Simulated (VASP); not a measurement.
Input of a VASP 6.6.1 run:

File POSCAR:

```
InP3
1.0
    3.7414989631      2.1601554335      3.0997117923
   -3.7414989631      2.1601554335      3.0997117923
    0.0000000000     -4.3203108670      3.0997117923
In P
2 6
Direct
    0.2702520051      0.2702520051      0.2702520051
    0.7297479949      0.7297479949      0.7297479949
    0.7982893833      0.2446976833      0.7982893833
    0.7982893833      0.7982893833      0.2446976833
    0.2446976833      0.7982893833      0.7982893833
    0.2017106167      0.7553023167      0.2017106167
    0.7553023167      0.2017106167      0.2017106167
    0.2017106167      0.2017106167      0.7553023167
```

File INCAR.step1:

```
  ALGO = Normal
  EDIFF = 1E-5
  ENCUT = 550
  GGA = PE
  GGA_COMPAT = F
  ISMEAR = 0
  LASPH = T
  LCHARG = F
  LREAL = F
  LWAVE = T
  NBANDS = 38
  NELM = 120
  PREC = Accurate
  SIGMA = 0.15
```

File INCAR.step2:

```
  ALGO = Normal
  EDIFF = 1E-6
  ENCUT = 550
  GGA_COMPAT = F
  ISIF = 2
  ISMEAR = 0
  ISTART = 1
  LASPH = T
  LCHARG = F
  LMIXTAU = T
  LREAL = F
  LWAVE = F
  METAGGA = R2SCAN
  NBANDS = 38
  NELM = 120
  PREC = Accurate
  SIGMA = 0.15
```

The input KPOINTS:

```
k-points
0
Gamma
  6 6 6
```

Potentials or basis: VASP PAW PBE potentials, release 64 (In_d, P).

The run is started by

```sh
$ cat potpaw_PBE.64/In_d/POTCAR potpaw_PBE.64/P/POTCAR > POTCAR
$ cp INCAR.step1 INCAR
$ mpirun -np 1 vasp_std > vasp.out
$ cp INCAR.step2 INCAR
$ mpirun -np 1 vasp_std > vasp.out
```

**Question.** What does it give for the largest force?

**Answer.** 0.618 eV/Å.

**Question.** Predict the band gap on the k mesh.

**Answer.** Zero (bands 28 and 29 overlap by 0.26 eV).

**Question.** Estimate the pressure.

**Answer.** 6.0 GPa.

Stress tensor (GPa, compression positive):
```
4.28 0.00 0.00
0.00 4.28 0.00
0.00 0.00 9.54
```

Caveat: the cell differs from its parent crystal (strain +0.000 along x and y, -0.080 along z); the cell stands under pressure; semilocal functionals underestimate gaps, so a narrow gap can read as zero; the PAW data sets were made with another functional, which shifts forces and pressure a little; spin-orbit coupling is left out, which moves the levels of the heavy elements.
